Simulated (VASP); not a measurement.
Wanted: the native input for a VASP 6.6.1 run.

```
Task                   : single point
Functional             : PBE
Potentials or basis    : VASP PAW PBE potentials, release 64 (Pb_d, I)
Cutoff                 : 500 eV
k mesh                 : 6 × 6 × 4
Occupations            : fermi-dirac, width 0.05 eV
Spin                   : no spin polarisation
Dipole correction      : no
Further INCAR settings : ALGO = Normal; EDIFF = 1e-06; NBANDS = 21
```

The structure of PbI2 lies in POSCAR:

```
PbI2
1.0
    4.5550000000      0.0000000000      0.0000000000
   -2.2775000000      3.9447500000      0.0000000000
    0.0000000000      0.0000000000      6.7444333333
Pb I
1 2
Direct
    0.0000000000      0.0000000000      0.0000000000
    0.3333333333      0.6666666667      0.2650000000
    0.6666666667      0.3333333333      0.7350000000
```

One way to write it, as run:

INCAR

```
PREC = Accurate ; ENCUT = 500
EDIFF = 1E-6 ; ISMEAR = -1
SIGMA = 0.05 ; LREAL = F
LASPH = T ; NELM = 120
ALGO = Normal ; ISIF = 2
LWAVE = F ; LCHARG = F
GGA = PE ; NBANDS = 21
GGA_COMPAT = F
```

KPOINTS

```
Automatic mesh
0
Gamma
  6 6 4
```

Potentials or basis: VASP PAW PBE potentials, release 64 (Pb_d, I).

Run with:

```sh
$ cat potpaw_PBE.64/Pb_d/POTCAR potpaw_PBE.64/I/POTCAR > POTCAR
$ mpirun -np 1 vasp_std > vasp.out
```

It gave:

| Property | Result |
| --- | --- |
| Pressure | 3.0 GPa |
| Largest force | 0.369 eV/Å |
| Band gap on the k mesh | 2.12 eV (least direct gap 2.14 eV) |

Caveat: spin-orbit coupling is left out, which moves the levels of the heavy elements; this functional lacks dispersion, which binds the layers, so the pressure and a relaxed spacing across them are unreliable.

Run time: 58 s on 1 thread of Intel Xeon 8259CL, on a shared host, peak memory 0.26 GiB.
